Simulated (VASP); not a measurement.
# NbTe (P-6m2) in VASP: settings compared

NbTe is run at these levels: RPBE+D3(BJ), PBEsol+D3(BJ), revPBE+D3(BJ); tasks: single point.

All numbers are computed with VASP 6.6.1; they aren't measurements. Logs are shortened: lines on timing, memory, paths and dates and some standing lists are left out, and cuts for length are marked.

### Step 1. The cell of the first run

Symmetry: P-6m2, No. 187, hexagonal system. The conventional cell has a = 3.111 Å, b = 3.111 Å, c = 3.967 Å, α = 90.00°, β = 90.00°, γ = 120.00°. Te (site symmetry -6m2) has 6 Nb at 2.68 Å and 6 Te at 3.11 Å within 3.5 Å. Nb (site symmetry -6m2) has 6 Te at 2.68 Å and 6 Nb at 3.11 Å within 3.5 Å.

### Step 2. Single point, RPBE+D3(BJ)

INCAR reads:

```
ALGO = Normal
EDIFF = 1E-6
ENCUT = 520
GGA = RP
ISIF = 2
ISMEAR = -1
IVDW = 12
LASPH = True
LCHARG = True
LELF = True
LREAL = False
LVHAR = True
LWAVE = False
NBANDS = 16
NELM = 80
PREC = Accurate
SIGMA = 0.05
```

KPOINTS reads:

```
k-points
0
Gamma
  8 8 7
```

POSCAR reads:

```
NbTe
1.0
    3.1108877412      0.0000000000      0.0000000000
   -1.5554438706      2.6941078122      0.0000000000
    0.0000000000      0.0000000000      3.9670656204
Te Nb
1 1
Direct
    0.6666666667      0.3333333333      0.0000000000
    0.0000000000      0.0000000000      0.5000000000
```

Potentials or basis: VASP PAW PBE potentials, release 64 (Te, Nb_sv).

On the command line:

```sh
$ cat potpaw_PBE.64/Te/POTCAR potpaw_PBE.64/Nb_sv/POTCAR > POTCAR
$ mpirun -np 1 vasp_std > vasp.out
```

OUTCAR:

```text
EDIFF = 1E-6
   ENCUT = 520
   GGA = RP
   ISIF = 2
   ISMEAR = -1
   IVDW = 12
   LASPH = True
   LREAL = False
   NELM = 80
   PREC = Accurate
 IVDW          = 12

 ion  position               nearest neighbor table
   1  0.667  0.333  0.000-   2 2.68   2 2.68   2 2.68   2 2.68   2 2.68   2 2.68
   2  0.000  0.000  0.500-   1 2.68   1 2.68   1 2.68   1 2.68   1 2.68   1 2.68

  LATTYP: Found a hexagonal cell.
 ALAT       =     3.1108877412
 C/A-ratio  =     1.2752197927

  Lattice vectors:

 A1 = (   3.1108877412,   0.0000000000,   0.0000000000)
 A2 = (  -1.5554438706,   2.6941078122,   0.0000000000)
 A3 = (   0.0000000000,   0.0000000000,   3.9670656204)

Analysis of symmetry for initial positions (statically):
=====================================================================
 Subroutine PRICEL returns:
 Original cell was already a primitive cell.

 Routine SETGRP: Setting up the symmetry group for a
 hexagonal supercell.

 Subroutine GETGRP returns: Found 12 space group operations
 (whereof 12 operations were pure point group operations)
 out of a pool of 24 trial point group operations.

The static configuration has the point symmetry D_3h.

Analysis of symmetry for dynamics (positions and initial velocities):
=====================================================================
 Subroutine PRICEL returns:
 Original cell was already a primitive cell.

 Routine SETGRP: Setting up the symmetry group for a
 hexagonal supercell.

 Subroutine GETGRP returns: Found 12 space group operations
 (whereof 12 operations were pure point group operations)
 out of a pool of 24 trial point group operations.

The dynamic configuration has the point symmetry D_3h.

 Subroutine INISYM returns: Found 12 space group operations
 (whereof 12 operations are pure point group operations),
 and found     1 'primitive' translations

----------------------------------------------------------------------------------------

                                     Primitive cell

  volume of cell :      33.2482

  direct lattice vectors                    reciprocal lattice vectors
     3.110887741  0.000000000  0.000000000     0.321451651  0.185590197  0.000000000
    -1.555443871  2.694107812  0.000000000     0.000000000  0.371180394  0.000000000
     0.000000000  0.000000000  3.967065620     0.000000000  0.000000000  0.252075487

  length of vectors
     3.110887741  3.110887741  3.967065620     0.371180394  0.371180394  0.252075487

  position of ions in fractional coordinates (direct lattice)
     0.666666667  0.333333333  0.000000000
     0.000000000  0.000000000  0.500000000

  ion indices of the primitive-cell ions
   primitive index   ion index
                 1           1
                 2           2

----------------------------------------------------------------------------------------

 KPOINTS: k-points

Automatic generation of k-mesh.
 Grid dimensions read from file:
 generate k-points for:    8    8    7

 Generating k-lattice:

  Cartesian coordinates                     Fractional coordinates (reciprocal lattice)
     0.040181456  0.023198775  0.000000000     0.125000000  0.000000000  0.000000000
     0.000000000  0.046397549  0.000000000     0.000000000  0.125000000  0.000000000
     0.000000000  0.000000000  0.036010784     0.000000000  0.000000000  0.142857143

  Length of vectors
     0.046397549  0.046397549  0.036010784

  Shift w.r.t. Gamma in fractional coordinates (k-lattice)
     0.000000000  0.000000000  0.000000000

 Subroutine IBZKPT returns following result:
 ===========================================

 Found     40 irreducible k-points:

 Following reciprocal coordinates:
            Coordinates               Weight
  0.000000  0.000000  0.000000      1.000000
  0.125000  0.000000  0.000000      6.000000
  0.250000  0.000000  0.000000      6.000000
  0.375000 -0.000000  0.000000      6.000000
  0.500000  0.000000  0.000000      3.000000
  0.125000  0.125000  0.000000      6.000000
[... 16 lines left out ...]
  0.250000  0.000000  0.285714     12.000000
  0.375000 -0.000000  0.285714     12.000000
 [... further k-points ...]
   k-points           NKPTS =     40   k-points in BZ     NKDIM =     40   number of bands    NBANDS=     16
   number of dos      NEDOS =    301   number of ions     NIONS =      2
   total plane-waves  NPLWV =  17280
   dimension x,y,z NGX =    24 NGY =   24 NGZ =   30
   dimension x,y,z NGXF=    48 NGYF=   48 NGZF=   60
   ions per type =               1   1
   NGX,Y,Z   is equivalent  to a cutoff of  12.83, 12.83, 12.57 a.u.
   NGXF,Y,Z  is equivalent  to a cutoff of  25.65, 25.65, 25.14 a.u.
 SYSTEM =  unknown system
   PREC   = accura    normal or accurate (medium, high low for compatibility)
   ISTART =      0    job   : 0-new  1-cont  2-samecut
   ICHARG =      2    charge: 1-file 2-atom 10-const
   ISPIN  =      1    spin polarized calculation?
   LNONCOLLINEAR =      F non collinear calculations
   LSORBIT =      F    spin-orbit coupling
   LASPH  =      T    aspherical Exc in radial PAW
   ENCUT  =  520.0 eV  38.22 Ry    6.18 a.u.   5.78  5.78  7.38*2*pi/ulx,y,z
   NELM   =     80;   NELMIN=  2; NELMDL= -5     # of ELM steps
   EDIFF  = 0.1E-05   stopping-criterion for ELM
   LREAL  =      F    real-space projection
   EDIFFG = 0.1E-04   stopping-criterion for IOM
   NSW    =      0    number of steps for IOM
   IBRION =     -1    ionic relax: 0-MD 1-quasi-New 2-CG
   NFREE  =      0    steps in history (QN), initial steepest desc. (CG)
   ISIF   =      2    stress and relaxation
   ISYM   =      2    0-nonsym 1-usesym 2-fastsym
   POTIM  = 0.5000    time-step for ionic-motion
   TEBEG  =    0.0;   TEEND  =   0.0 temperature during run
   PSTRESS=    0.0 pullay stress
   NELECT =      19.0000    total number of electrons
   NUPDOWN=      -1.0000    fix difference up-down
   EMIN   =  10.00;   EMAX   =-10.00  energy-range for DOS
   EFERMI =   0.00;   METHOD = LEGACY
   ISMEAR =    -1;   SIGMA  =   0.05  broadening in eV -4-tet -1-fermi 0-gaus
   EFERMI_NEDOS =   21; number of points for ismear=-14 and -15
   IALGO  =     38    algorithm
   IMIX   =      4    mixing-type and parameters
     AMIX     =   0.40;   BMIX     =  1.00
     AMIX_MAG =   1.60;   BMIX_MAG =  1.00
  volume/ion in A,a.u.               =      16.62       112.19
  Fermi-wavevector in a.u.,A,eV,Ry     =   1.358532  2.567253 25.111029  1.845609
  Thomas-Fermi vector in A             =   2.485357
   LORBIT       =      0    0 simple, 1 ext, 2 COOP (PROOUT), +10 PAW based schemes
   GGA     = RP    functional components
   LHFCALC =     F    Hartree Fock is set to
   AEXX    =    0.0000 exact exchange contribution
   IVDW    =    12    specifies the selected vdW correction
   LEPSILON=     F    determine dielectric tensor
   LRPA    =     F    only Hartree local field effects (RPA)
 non-spin polarized calculation
  energy-cutoff  :      520.00
  volume of cell :       33.25
 maximum number of plane-waves:       906
 NGX is ok and might be reduce to    24
   NGX = 11   NGY = 11   NGZ = 15

 number of electron      19.0000001 magnetization

 Free energy of the ion-electron system (eV)
  ---------------------------------------------------
  ext. energy  EPLUGINS =         0.00000000
  ---------------------------------------------------
  free energy    TOTEN  =       -11.20474991 eV

  energy without entropy =      -11.18952108  energy(sigma->0) =      -11.19713550

 E-fermi :  15.3429     XC(G=0): -12.6978

 val. band max:       15.3336260177   @ k =   0.1250   0.0000   0.2857
 cond. band min:      15.4147324488   @ k =   0.5000   0.0000   0.0000
 fundamental gap:      0.0811064312
 Fermi energy:        15.3428789885

 k-point     1 :       0.0000    0.0000    0.0000
  band No.  band energies     occupation
      1     -39.6529      2.00000
      2     -16.1119      2.00000
      3     -15.4405      2.00000
      4     -15.4405      2.00000
      5      -0.9442      2.00000
      6      10.9657      2.00000
[... 8 lines left out ...]
     15      22.2758      0.00000
     16      24.4872      0.00000

 k-point     2 :       0.1250    0.0000    0.0000
  band No.  band energies     occupation
      1     -39.6403      2.00000
      2     -16.0898      2.00000
      3     -15.5514      2.00000
      4     -15.4652      2.00000
      5      -0.5949      2.00000
      6      10.6699      2.00000
[... 8 lines left out ...]
     15      23.3779      0.00000
     16      25.4628      0.00000

 k-point     3 :       0.2500    0.0000    0.0000
  band No.  band energies     occupation
      1     -39.6098      2.00000
      2     -16.0361      2.00000
      3     -15.8110      2.00000
      4     -15.5244      2.00000
      5       0.4067      2.00000
      6      10.1050      2.00000
[... 8 lines left out ...]
     15      24.2897      0.00000
     16      24.5216      0.00000

 k-point     4 :       0.3750   -0.0000    0.0000
  band No.  band energies     occupation
      1     -39.5790      2.00000
      2     -16.0603      2.00000
      3     -15.9819      2.00000
      4     -15.5828      2.00000
      5       1.8958      2.00000
      6       7.8466      2.00000
[... 8 lines left out ...]
     15      23.6571      0.00000
     16      24.5836      0.00000
[... 324 lines left out ...]
 k-point    22 :       0.1250    0.0000    0.2857
  band No.  band energies     occupation
      1     -39.6382      2.00000
      2     -16.1675      2.00000
      3     -15.5459      2.00000
      4     -15.4609      2.00000
      5       0.0885      2.00000
      6       8.1736      2.00000
[... 8 lines left out ...]
     15      23.6630      0.00000
     16      24.2217      0.00000

 k-point    23 :       0.2500    0.0000    0.2857
  band No.  band energies     occupation
      1     -39.6076      2.00000
      2     -16.1038      2.00000
      3     -15.8012      2.00000
      4     -15.5179      2.00000
      5       0.8887      2.00000
      6       8.6982      2.00000
[... 8 lines left out ...]
     15      24.0454      0.00000
     16      25.6028      0.00000

 k-point    24 :       0.3750   -0.0000    0.2857
  band No.  band energies     occupation
      1     -39.5767      2.00000
      2     -16.0508      2.00000
      3     -16.0358      2.00000
      4     -15.5743      2.00000
      5       2.0513      2.00000
      6       7.8324      2.00000
[... 8 lines left out ...]
     15      22.8502      0.00000
     16      25.2978      0.00000

 [... further k-points ...]

------------------------ aborting loop because EDIFF is reached ----------------------------------------

 Edisp (eV)   -9.61379

 E8    (eV) :    -6.6346

  FORCE on cell =-STRESS in cart. coord.  units (eV):
  Direction    XX          YY          ZZ          XY          YZ          ZX
  --------------------------------------------------------------------------------------
  -------------------------------------------------------------------------------------
  Total      -0.11728    -0.11728    -0.16138     0.00000     0.00000    -0.00000
  in kB      -5.65136    -5.65136    -7.77641     0.00000     0.00000    -0.00000
  external pressure =       -6.36 kB  Pullay stress =        0.00 kB

 VOLUME and BASIS-vectors are now :
 -----------------------------------------------------------------------------
  energy-cutoff  :      520.00
  volume of cell :       33.25
      direct lattice vectors                 reciprocal lattice vectors
     3.110887741  0.000000000  0.000000000     0.321451651  0.185590197  0.000000000
    -1.555443871  2.694107812  0.000000000     0.000000000  0.371180394  0.000000000
     0.000000000  0.000000000  3.967065620     0.000000000  0.000000000  0.252075487

 POSITION                                       TOTAL-FORCE (eV/Angst)
 -----------------------------------------------------------------------------------
      1.55544      0.89804      0.00000         0.000000      0.000000      0.000000
      0.00000      0.00000      1.98353        -0.000000      0.000000      0.000000
 -----------------------------------------------------------------------------------
    total drift:                               -0.000000      0.000000     -0.000000

  FREE ENERGIE OF THE ION-ELECTRON SYSTEM (eV)
  ---------------------------------------------------
  free  energy   TOTEN  =       -20.8185373045 eV

  energy  without entropy=      -20.8033084760  energy(sigma->0) =      -20.81092289
```

It took 12 s on 1 thread of Intel Xeon Platinum 8488C (Sapphire Rapids), shared host; peak memory 0.17 GiB.

Results:

- Free energy: -20.8185 eV
- Pressure: -0.6 GPa
- Band gap on the k mesh: zero (an odd number of electrons rules out a gap without spin polarisation)
- Dispersion energy per atom: -4.807 eV

Stress tensor (GPa, compression positive):
```
-0.57  0.00  0.00
 0.00 -0.57  0.00
 0.00  0.00 -0.78
```

Caveat: the PAW data sets were made with another functional, which shifts forces and pressure a little; spin-orbit coupling is left out, which moves the levels of the heavy elements.

[end of part 1 of 2]
